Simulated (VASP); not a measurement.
Runs of VASP 6.6.1 on CO2. The structure is that of space group P3_121 (No. 152), or close to it. The cells are those of the table. 

```csv
task,cell,k mesh,cutoff (eV),smearing,gap on the mesh (eV),pressure (GPa),largest force (eV/Å)
single point,"a = 4.070, b = 4.070, c = 4.618 Å, angles 90.0, 90.0, 120.0°, 9 atoms",6 × 6 × 6,520,gaussian 0.02 eV,6.08,1.3,0.05
single point,"a = 4.070, b = 4.070, c = 4.618 Å, angles 90.0, 90.0, 120.0°, 9 atoms",6 × 6 × 4,520,gaussian 0.1 eV,6.08,1.3,0.05
single point,"a = 5.031, b = 5.031, c = 5.535 Å, angles 90.0, 90.0, 120.0°, 9 atoms",6 × 6 × 4,520,gaussian 0.1 eV,1.04,(a),1.12
relaxation of cell and atoms,"relaxed from a = 4.070, b = 4.070, c = 4.618 Å, angles 90.0, 90.0, 120.0°, 9 atoms",6 × 6 × 6,600,gaussian 0.02 eV,6.08,-0.1,0.01
```

Alike in all rows: level PBE; potentials or basis VASP PAW PBE potentials, release 64 (C, O); no spin polarisation.

Problem. Fill in the values left out.

Solution. (a) -38.6.

Caveats: forces of over 1 eV/Å act on the atoms, so gaps and moduli don't describe the material at rest (some runs).

A k mesh can miss the band edges.
